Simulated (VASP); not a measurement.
Here is a VASP 6.6.1 calculation.

The input POSCAR:

```
ZnO
1.0
    3.5538781085      0.0000000000      0.0000000000
   -1.7769390542      3.0777487239      0.0000000000
    0.0000000000      0.0000000000      4.6575658917
Zn O
2 2
Direct
    0.3333333333      0.6666666667      0.2500000000
    0.6666666667      0.3333333333      0.7500000000
    0.6666666667      0.3333333333      0.2500000000
    0.3333333333      0.6666666667      0.7500000000
```

INCAR.step1

```
ALGO = Normal
EDIFF = 1E-4
ENCUT = 520
GGA = PE
ISMEAR = 0
LASPH = True
LCHARG = False
LREAL = False
LWAVE = True
NBANDS = 26
NELM = 60
PREC = Accurate
SIGMA = 0.01
```

INCAR.step2

```
ALGO = Normal
EDIFF = 1E-6
ENCUT = 520
ISIF = 2
ISMEAR = 0
ISTART = 1
LASPH = True
LCHARG = True
LELF = True
LMIXTAU = True
LREAL = False
LVHAR = True
LWAVE = False
METAGGA = R2SCAN
NBANDS = 26
NELM = 60
PREC = Accurate
SIGMA = 0.01
```

KPOINTS

```
k-points
0
Gamma
  12 12 6
```

Potentials or basis: VASP PAW PBE potentials, release 64 (Zn, O).

Run with:

```bash
$ cat potpaw_PBE.64/Zn/POTCAR potpaw_PBE.64/O/POTCAR > POTCAR
$ cp INCAR.step1 INCAR
$ mpirun -np 1 vasp_std > vasp.out
$ cp INCAR.step2 INCAR
$ mpirun -np 1 vasp_std > vasp.out
```

**Question.** Estimate the band gap on the k mesh.

**Answer.** 1.14 eV (least direct gap 1.23 eV).

**Question.** What does it give for the pressure?

**Answer.** -13.9 GPa.

Stress tensor (GPa, compression positive):
```
-14.90   0.00   0.00
  0.00 -14.90   0.00
  0.00   0.00 -11.83
```

Caveat: the cell differs from its parent crystal (strain +4.0%); the cell stands under tension; the PAW data sets were made with another functional, which shifts forces and pressure a little. A k mesh can miss the band edges.
